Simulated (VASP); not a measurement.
# Rh (Pm-3m) in VASP: a series of runs

The runs below take Rh through relaxation of cell and atoms, with PBE.

All numbers are computed with VASP 6.6.1; they aren't measurements. Logs are shortened: lines on timing, memory, paths and dates and some standing lists are left out, and cuts for length are marked.

## 1. The cell of the first run

It takes space group Pm-3m (No. 221, cubic). The conventional cell has a = 2.400 Å, b = 2.400 Å, c = 2.400 Å, α = 90.00°, β = 90.00°, γ = 90.00°. Within 3.2 Å of Rh (site symmetry m-3m) lie 6 Rh at 2.40 Å.

This isn't the form of Rh at room conditions, which is fcc.

## 2. Relaxation of cell and atoms, PBE, target pressure 26 GPa, at which the enthalpy is minimised

Input file INCAR:

```
PREC     = Accurate       # precision mode
ENCUT    = 600            # plane-wave cutoff, eV
EDIFF    = 1E-7           # SCF threshold, eV
ISMEAR   = -1             # smearing method
SIGMA    = 0.05           # smearing width, eV
LREAL    = False          # projectors in reciprocal space
LASPH    = True           # aspherical terms in the spheres
NELM     = 60             # most SCF steps
ALGO     = Normal         # electronic algorithm
ISIF     = 3              # what is computed and relaxed
LWAVE    = False          # write WAVECAR
LCHARG   = False          # write CHGCAR
GGA      = PE             # functional
IBRION   = 2              # ionic algorithm
NSW      = 60             # ionic steps
EDIFFG   = -0.005         # ionic threshold
PSTRESS  = 260.0
```

Input file KPOINTS:

```
Automatic mesh
0
Gamma
  16 16 16
```

Input file POSCAR:

```
Rh
1.0
    2.4000125448      0.0000000000      0.0000000000
    0.0000000000      2.4000125448      0.0000000000
    0.0000000000      0.0000000000      2.4000125448
Rh
1
Direct
    0.0000000000      0.0000000000      0.0000000000
```

Potentials or basis: VASP PAW PBE potentials, release 64 (Rh_pv).

On the command line:

```
cat potpaw_PBE.64/Rh_pv/POTCAR > POTCAR
mpirun -np 1 vasp_std > vasp.out
```

OUTCAR:

```text
PREC = Accurate
   ENCUT = 600
   EDIFF = 1E-7
   ISMEAR = -1
   LREAL = False
   LASPH = True
   NELM = 60
   ISIF = 3
   GGA = PE
   IBRION = 2
   NSW = 60
   EDIFFG = -0.005
   PSTRESS = 260.0

 ion  position               nearest neighbor table
   1  0.000  0.000  0.000-

  LATTYP: Found a simple cubic cell.
 ALAT       =     2.4000125448

  Lattice vectors:

 A1 = (   2.4000125448,   0.0000000000,   0.0000000000)
 A2 = (   0.0000000000,   2.4000125448,   0.0000000000)
 A3 = (   0.0000000000,   0.0000000000,   2.4000125448)

Analysis of symmetry for initial positions (statically):
=====================================================================
 Subroutine PRICEL returns:
 Original cell was already a primitive cell.

 Routine SETGRP: Setting up the symmetry group for a
 simple cubic supercell.

 Subroutine GETGRP returns: Found 48 space group operations
 (whereof 48 operations were pure point group operations)
 out of a pool of 48 trial point group operations.

The static configuration has the point symmetry O_h .

Analysis of symmetry for dynamics (positions and initial velocities):
=====================================================================
 Subroutine PRICEL returns:
 Original cell was already a primitive cell.

 Routine SETGRP: Setting up the symmetry group for a
 simple cubic supercell.

 Subroutine GETGRP returns: Found 48 space group operations
 (whereof 48 operations were pure point group operations)
 out of a pool of 48 trial point group operations.

The dynamic configuration has the point symmetry O_h .

 Subroutine INISYM returns: Found 48 space group operations
 (whereof 48 operations are pure point group operations),
 and found     1 'primitive' translations

----------------------------------------------------------------------------------------

                                     Primitive cell

  volume of cell :      13.8242

  direct lattice vectors                    reciprocal lattice vectors
     2.400012545  0.000000000  0.000000000     0.416664489  0.000000000  0.000000000
     0.000000000  2.400012545  0.000000000     0.000000000  0.416664489  0.000000000
     0.000000000  0.000000000  2.400012545     0.000000000  0.000000000  0.416664489

  length of vectors
     2.400012545  2.400012545  2.400012545     0.416664489  0.416664489  0.416664489

  position of ions in fractional coordinates (direct lattice)
     0.000000000  0.000000000  0.000000000

  ion indices of the primitive-cell ions
   primitive index   ion index
                 1           1

----------------------------------------------------------------------------------------

 KPOINTS: Automatic mesh

Automatic generation of k-mesh.
 Grid dimensions read from file:
 generate k-points for:   16   16   16

 Generating k-lattice:

  Cartesian coordinates                     Fractional coordinates (reciprocal lattice)
     0.026041531  0.000000000  0.000000000     0.062500000  0.000000000  0.000000000
     0.000000000  0.026041531  0.000000000     0.000000000  0.062500000  0.000000000
     0.000000000  0.000000000  0.026041531     0.000000000  0.000000000  0.062500000

  Length of vectors
     0.026041531  0.026041531  0.026041531

  Shift w.r.t. Gamma in fractional coordinates (k-lattice)
     0.000000000  0.000000000  0.000000000

 Subroutine IBZKPT returns following result:
 ===========================================

 Found    165 irreducible k-points:

 Following reciprocal coordinates:
            Coordinates               Weight
  0.000000  0.000000  0.000000      1.000000
  0.062500  0.000000  0.000000      6.000000
  0.125000  0.000000  0.000000      6.000000
  0.187500  0.000000  0.000000      6.000000
  0.250000  0.000000  0.000000      6.000000
  0.312500  0.000000  0.000000      6.000000
[... 16 lines left out ...]
  0.437500  0.125000  0.000000     24.000000
  0.500000  0.125000  0.000000     12.000000
 [... further k-points ...]
   k-points           NKPTS =    165   k-points in BZ     NKDIM =    165   number of bands    NBANDS=     11
   number of dos      NEDOS =    301   number of ions     NIONS =      1
   total plane-waves  NPLWV =   8000
   dimension x,y,z NGX =    20 NGY =   20 NGZ =   20
   dimension x,y,z NGXF=    40 NGYF=   40 NGZF=   40
   ions per type =               1
   NGX,Y,Z   is equivalent  to a cutoff of  13.85, 13.85, 13.85 a.u.
   NGXF,Y,Z  is equivalent  to a cutoff of  27.71, 27.71, 27.71 a.u.
 SYSTEM =  unknown system
   PREC   = accura    normal or accurate (medium, high low for compatibility)
   ISTART =      0    job   : 0-new  1-cont  2-samecut
   ICHARG =      2    charge: 1-file 2-atom 10-const
   ISPIN  =      1    spin polarized calculation?
   LNONCOLLINEAR =      F non collinear calculations
   LSORBIT =      F    spin-orbit coupling
   LASPH  =      T    aspherical Exc in radial PAW
   ENCUT  =  600.0 eV  44.10 Ry    6.64 a.u.   4.79  4.79  4.79*2*pi/ulx,y,z
   NELM   =     60;   NELMIN=  2; NELMDL= -5     # of ELM steps
   EDIFF  = 0.1E-06   stopping-criterion for ELM
   LREAL  =      F    real-space projection
   EDIFFG = -.5E-02   stopping-criterion for IOM
   NSW    =     60    number of steps for IOM
   IBRION =      2    ionic relax: 0-MD 1-quasi-New 2-CG
   NFREE  =      1    steps in history (QN), initial steepest desc. (CG)
   ISIF   =      3    stress and relaxation
   ISYM   =      2    0-nonsym 1-usesym 2-fastsym
   POTIM  = 0.5000    time-step for ionic-motion
   TEBEG  =    0.0;   TEEND  =   0.0 temperature during run
   PSTRESS=  260.0 pullay stress
   NELECT =      15.0000    total number of electrons
   NUPDOWN=      -1.0000    fix difference up-down
   EMIN   =  10.00;   EMAX   =-10.00  energy-range for DOS
   EFERMI =   0.00;   METHOD = LEGACY
   ISMEAR =    -1;   SIGMA  =   0.05  broadening in eV -4-tet -1-fermi 0-gaus
   EFERMI_NEDOS =   21; number of points for ismear=-14 and -15
   IALGO  =     38    algorithm
   IMIX   =      4    mixing-type and parameters
     AMIX     =   0.40;   BMIX     =  1.00
     AMIX_MAG =   1.60;   BMIX_MAG =  1.00
  volume/ion in A,a.u.               =      13.82        93.29
  Fermi-wavevector in a.u.,A,eV,Ry     =   1.682255  3.179000 38.504225  2.829981
  Thomas-Fermi vector in A             =   2.765666
   LORBIT       =      0    0 simple, 1 ext, 2 COOP (PROOUT), +10 PAW based schemes
   GGA     = PE    functional components
   LHFCALC =     F    Hartree Fock is set to
   AEXX    =    0.0000 exact exchange contribution
   IVDW    =     0    specifies the selected vdW correction
   LEPSILON=     F    determine dielectric tensor
   LRPA    =     F    only Hartree local field effects (RPA)
 conjugate gradient relaxation of ions
 non-spin polarized calculation
  energy-cutoff  :      600.00
  volume of cell :       13.82
 maximum number of plane-waves:       480
 NGX is ok and might be reduce to    20
   NGX =  9   NGY =  9   NGZ =  9

--------------------------------------- Ionic step        1  -------------------------------------------

 number of electron      15.0000005 magnetization

 Free energy of the ion-electron system (eV)
  ---------------------------------------------------
  ext. energy  EPLUGINS =         0.00000000
  ---------------------------------------------------
  free energy    TOTEN  =        -6.16518065 eV

  energy without entropy =       -6.15318253  energy(sigma->0) =       -6.15918159

------------------------ aborting loop because EDIFF is reached ----------------------------------------

  FORCE on cell =-STRESS in cart. coord.  units (eV):
  Direction    XX          YY          ZZ          XY          YZ          ZX
  --------------------------------------------------------------------------------------
  -------------------------------------------------------------------------------------
  Total        3.9747376      3.9747376      3.9747376      0.0000000      0.0000000      0.0000000
  in kB      460.6578855    460.6578855    460.6578855      0.0000000      0.0000000      0.0000000
  external PRESSURE =     200.6578855 kB  Pullay stress =     260.0000000 kB
[... 22 lines left out ...]
  enthalpy is  TOTEN    =        -3.9217982875 eV   P V=        2.2433823612

--------------------------------------- Ionic step        2  -------------------------------------------

 number of electron      15.0000005 magnetization

 E-fermi :   8.0473     XC(G=0): -12.3489

 val. band max:        8.0376151445   @ k =   0.3125   0.2500   0.0000
 cond. band min:       8.0561331421   @ k =   0.5000   0.4375   0.3125
 fundamental gap:      0.0185179977
 Fermi energy:         8.0472861545

 k-point     1 :       0.0000    0.0000    0.0000
  band No.  band energies     occupation
      1     -37.8262      2.00000
      2     -37.8262      2.00000
      3     -37.8262      2.00000
      4       1.8253      2.00000
      5       3.5266      2.00000
      6       3.5266      2.00000
      7       8.7152      0.00000
      8       8.7152      0.00000
      9       8.7152      0.00000
     10      24.3053      0.00000
     11      24.3053      0.00000
[... 387 lines left out ...]
  FREE ENERGIE OF THE ION-ELECTRON SYSTEM (eV)
  ---------------------------------------------------
  free  energy   TOTEN  =        -6.3574577569 eV

  energy  without entropy=       -6.3442691088  energy(sigma->0) =       -6.35086343

  enthalpy is  TOTEN    =        -3.9700812066 eV   P V=        2.3873765503

[... ionic steps 4 to 13 ...]

--------------------------------------- Ionic step       14  -------------------------------------------

 number of electron      15.0000004 magnetization

------------------------ aborting loop because EDIFF is reached ----------------------------------------

  FORCE on cell =-STRESS in cart. coord.  units (eV):
  Direction    XX          YY          ZZ          XY          YZ          ZX
  --------------------------------------------------------------------------------------
  -------------------------------------------------------------------------------------
  Total        2.3881161      2.3881161      2.3881161      0.0000000     -0.0000000      0.0000000
  in kB      261.4241750    261.4241750    261.4241750      0.0000000     -0.0000000      0.0000000
  external PRESSURE =       1.4241750 kB  Pullay stress =     260.0000000 kB
[... 59 lines left out ...]
  enthalpy is  TOTEN    =        -3.9703896342 eV   P V=        2.3755140288

--------------------------------------- Ionic step       16  -------------------------------------------

 number of electron      15.0000004 magnetization

 Free energy of the ion-electron system (eV)
  ---------------------------------------------------
  ext. energy  EPLUGINS =         0.00000000
  ---------------------------------------------------
  free energy    TOTEN  =        -6.34672026 eV

  energy without entropy =       -6.33361390  energy(sigma->0) =       -6.34016708

 E-fermi :  10.9349     XC(G=0): -13.4649

 val. band max:       10.9111338173   @ k =   0.1875   0.1875   0.0625
 cond. band min:      10.9408526495   @ k =   0.5000   0.3125   0.1250
 fundamental gap:      0.0297188322
 Fermi energy:        10.9348639465

 k-point     1 :       0.0000    0.0000    0.0000
  band No.  band energies     occupation
      1     -35.2063      2.00000
      2     -35.2063      2.00000
      3     -35.2063      2.00000
      4       3.5050      2.00000
      5       5.0532      2.00000
      6       5.0532      2.00000
      7      11.8629      0.00000
      8      11.8629      0.00000
      9      11.8629      0.00000
     10      28.5597      0.00000
     11      28.5597      0.00000
[... 350 lines left out ...]
  FREE ENERGIE OF THE ION-ELECTRON SYSTEM (eV)
  ---------------------------------------------------
  free  energy   TOTEN  =        -6.3467202616 eV

  energy  without entropy=       -6.3336139000  energy(sigma->0) =       -6.34016708

  enthalpy is  TOTEN    =        -3.9703905523 eV   P V=        2.3763297094

 reached required accuracy - stopping structural energy minimisation
```

Wall time 3.3 min (1 thread of Intel Xeon Platinum 8259CL at 2.50GHz (Skylake/Cascade Lake), shared host); peak memory 0.16 GiB.

What came out:

```
Free energy                                                : -6.3467 eV
Relaxed volume                                             : 14.64 Å³/atom
Relaxed cell                                               : a = 2.447 Å, b = 2.447 Å, c = 2.447 Å, α = 90.00°, β = 90.00°, γ = 90.00°
Space group after relaxing (to 0.1 Å)                      : Pm-3m (No. 221)
Energy change on relaxing (the run minimises the enthalpy) : -181.5 meV/atom
Ionic steps                                                : 16
Pressure after relaxing                                    : 26.0 GPa
Band gap on the k mesh                                     : zero (an odd number of electrons rules out a gap without spin polarisation)
```

The path:
```
step  energy change (eV)  largest force (eV/Å)  pressure (GPa)  volume (Å³)
   1              0.0000                0.0000           46.07        13.82
   2             -0.2541                0.0000          -11.34        17.59
   3             -0.1923                0.0000           24.58        14.71
   4             -0.1823                0.0000           25.89        14.65
   5             -0.1796                0.0000           26.24        14.63
   6             -0.1797                0.0000           26.23        14.63
   7             -0.1799                0.0000           26.19        14.63
   8             -0.1799                0.0000           26.20        14.63
   9             -0.1799                0.0000           26.20        14.63
  10             -0.1799                0.0000           26.20        14.63
  11             -0.1800                0.0000           26.20        14.63
  12             -0.1800                0.0000           26.19        14.63
  13             -0.1801                0.0000           26.17        14.63
  14             -0.1803                0.0000           26.14        14.64
  15             -0.1807                0.0000           26.09        14.64
  16             -0.1815                0.0000           25.99        14.64
```

Final structure:
```xyz
1
Lattice="2.4465 0.0000 0.0000 0.0000 2.4465 0.0000 0.0000 0.0000 2.4465" Properties=species:S:1:pos:R:3 pbc="T T T"
Rh    0.0000    0.0000    0.0000
```

Caveat: the cell is relaxed towards a set pressure, so the run minimises the enthalpy, not the energy.

## 3. Relaxation of cell and atoms, PBE, target pressure 26 GPa, at which the enthalpy is minimised

This run uses another cell than the first one, of 14.64 Å³/atom.

Input file INCAR:

```
PREC = Accurate ; ENCUT = 600
EDIFF = 1E-6 ; ISMEAR = -1
SIGMA = 0.05 ; LREAL = F
LASPH = T ; NELM = 60
ALGO = Normal ; ISIF = 3
LWAVE = F ; LCHARG = F
GGA = PE ; IBRION = 2
NSW = 32 ; EDIFFG = -0.005
PSTRESS = 260.0
```

Input file KPOINTS:

```
regular mesh
0
Gamma
  16 16 16
```

Input file POSCAR:

```
Rh
1.0
    2.4463785864      0.0000000000      0.0000000000
    0.0000000000      2.4463785864      0.0000000000
    0.0000000000      0.0000000000      2.4463785864
Rh
1
Direct
    0.0000000000      0.0000000000      0.0000000000
```

Potentials or basis: VASP PAW PBE potentials, release 64 (Rh_pv).

On the command line:

```
cat potpaw_PBE.64/Rh_pv/POTCAR > POTCAR
mpirun -np 1 vasp_std > vasp.out
```

Run time: 30 s. Hardware: 1 thread of Intel Xeon Platinum 8259CL at 2.50GHz (Skylake/Cascade Lake), shared host; peak memory 0.15 GiB.

The run converged. Its results:

| Item | Value |
| --- | --- |
| Free energy | -6.3475 eV |
| Pressure after relaxing | 26.0 GPa |
| Band gap on the k mesh | zero (an odd number of electrons rules out a gap without spin polarisation) |

Final structure:
```
Rh
1.0
     2.44638    0.00000    0.00000
     0.00000    2.44638    0.00000
     0.00000    0.00000    2.44638
Rh
1
Direct
  0.00000 0.00000 0.00000
```

Levels at points of the mesh, in eV from the Fermi level:
| k point | band 4 | band 5 | band 6 | band 7 | band 8 | band 9 | band 10 | band 11 |
| --- | --- | --- | --- | --- | --- | --- | --- | --- |
| (0.00, 0.00, 0.00) | -7.43 | -5.88 | -5.88 | 0.93 | 0.93 | 0.93 | 17.63 | 17.63 |
| (0.50, 0.00, 0.00) | -5.16 | -4.84 | -1.58 | -1.58 | -0.26 | 1.17 | 7.05 | 17.68 |
| (0.50, 0.50, 0.00) | -6.50 | -4.13 | -1.09 | -1.09 | 2.76 | 5.94 | 5.94 | 14.06 |
| (0.50, 0.50, 0.50) | -5.18 | -5.18 | -5.18 | 2.92 | 2.92 | 9.93 | 13.17 | 13.17 |

Caveat: the relaxation stopped at its first step, so nothing moved; the cell is relaxed towards a set pressure, so the run minimises the enthalpy, not the energy.
